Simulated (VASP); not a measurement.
Input of a VASP 6.6.1 run:

Contents of INCAR:

```
SYSTEM = HfC
ALGO = Normal ; EDIFF = 1E-6
EDIFFG = -0.005 ; ENCUT = 600
GGA = PE ; IBRION = 2
ISIF = 3 ; ISMEAR = -1
LASPH = .True. ; LCHARG = .False.
LREAL = .False. ; LWAVE = .False.
NELM = 80 ; NSW = 60
PREC = Accurate ; PSTRESS = 2800.0
SIGMA = 0.05
```

Contents of KPOINTS:

```
k-points
0
Gamma
  16 16 16
  0 0 0
```

Contents of POSCAR:

```
HfC
1.0
    0.0000000000      2.0299201716      2.0299201716
    2.0299201716      0.0000000000      2.0299201716
    2.0299201716      2.0299201716      0.0000000000
Hf C
1 1
Direct
    0.0000000000      0.0000000000      0.0000000000
    0.2500000000      0.2500000000      0.2500000000
```

Potentials or basis: VASP PAW PBE potentials, release 64 (Hf_pv, C).

Launch:

```console
$ cat potpaw_PBE.64/Hf_pv/POTCAR potpaw_PBE.64/C/POTCAR > POTCAR
$ mpirun -np 1 vasp_std > vasp.out
```

**Question.** What does it give for the relaxed volume?

**Answer.** 8.74 Å³/atom.

**Question.** What does it give for the band gap on the k mesh?

**Answer.** Zero (band 7 reaches 9.71 eV, above the bottom of band 8 at 8.92 eV).

**Question.** What does it give for the space group after relaxing (to 0.05 Å)?

**Answer.** F-43m (No. 216).

Final structure:
```cif
data_structure
_symmetry_space_group_name_H-M 'P 1'
_symmetry_Int_Tables_number 1
_cell_length_a 2.9133
_cell_length_b 2.9133
_cell_length_c 2.9133
_cell_angle_alpha 60.000
_cell_angle_beta 60.000
_cell_angle_gamma 60.000
_cell_volume 17.48
loop_
_atom_site_label
_atom_site_type_symbol
_atom_site_fract_x
_atom_site_fract_y
_atom_site_fract_z
_atom_site_occupancy
Hf1 Hf 0.00000 0.00000 0.00000 1
C1 C 0.25000 0.25000 0.25000 1
```

Caveat: the cell is relaxed towards a set pressure, so the enthalpy falls and the energy may rise; spin-orbit coupling is left out, which moves the levels of the heavy elements.
